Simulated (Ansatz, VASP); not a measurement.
Nb in VASP and in Ansatz

The input INCAR:

```
SYSTEM = Nb
PREC     = Accurate       ! precision mode
ENCUT    = 520            ! plane-wave cutoff, eV
EDIFF    = 1E-7           ! SCF threshold, eV
ISMEAR   = -1             ! smearing method
SIGMA    = 0.1            ! smearing width, eV
LREAL    = .FALSE.        ! projectors in reciprocal space
LASPH    = .TRUE.         ! aspherical terms in the spheres
NELM     = 60             ! most SCF steps
ALGO     = Normal         ! electronic algorithm
ISIF     = 2              ! what is computed and relaxed
LWAVE    = .FALSE.        ! write WAVECAR
LCHARG   = .FALSE.        ! write CHGCAR
GGA      = B5             ! functional
ALDAX    = 1.0          
AGGAX    = 1.0          
AGGAC    = 1.0          
ALDAC    = 0.0          
NBANDS   = 12             ! bands
```

The input KPOINTS:

```
regular mesh
0
G
  13 13 13
  0 0 0
```

File POSCAR:

```
Nb
1.0
    2.7982318210      0.0000000000      0.0000000000
    0.0000000000      2.7982318210      0.0000000000
    0.0000000000      0.0000000000      2.7982318210
Nb
1
Direct
    0.0000000000      0.0000000000      0.0000000000
```

Input for Ansatz:

```yaml
crystal:
  lattice:
    - [2.798231821, 0.0, 0.0]
    - [0.0, 2.798231821, 0.0]
    - [0.0, 0.0, 2.798231821]
  atoms:
    - { symbol: Nb, position: [0.0, 0.0, 0.0] }
hamiltonian:
  xc: blyp
  pseudopotentials:
    kind: paw
    azcp:
      Nb: "pseudopotentials/Nb.paw.azcp"
basis:
  ecutwfc: 420
  fft_grid_basis: typed
kpoints:
  mp_grid: { grid: [13, 13, 13], shift: [0, 0, 0] }
magnetization:
  spin_polarized: false
scf:
  occupations: { method: fermi_dirac, width: 0.1 }
  lower_state_search: "off"
output:
  stress: true
```

Alike in both runs: task single point; functional BLYP; k mesh 13 × 13 × 13; occupations fermi-dirac, width 0.1 eV; no spin polarisation.

```csv
,VASP,Ansatz
version,VASP 6.6.1,Ansatz 0.2.0
potentials or method,"VASP PAW PBE potentials, release 64 (Nb_sv), cutoff 520 eV","plane waves (420 eV) with PAW, scalar-relativistic"
valence electrons in the cell,13,13
```

```tsv
	VASP	Ansatz	Ansatz less VASP
pressure (GPa)	-4.5	-4.5	+0.05
```

VASP's potentials were made for PBE, not for BLYP.
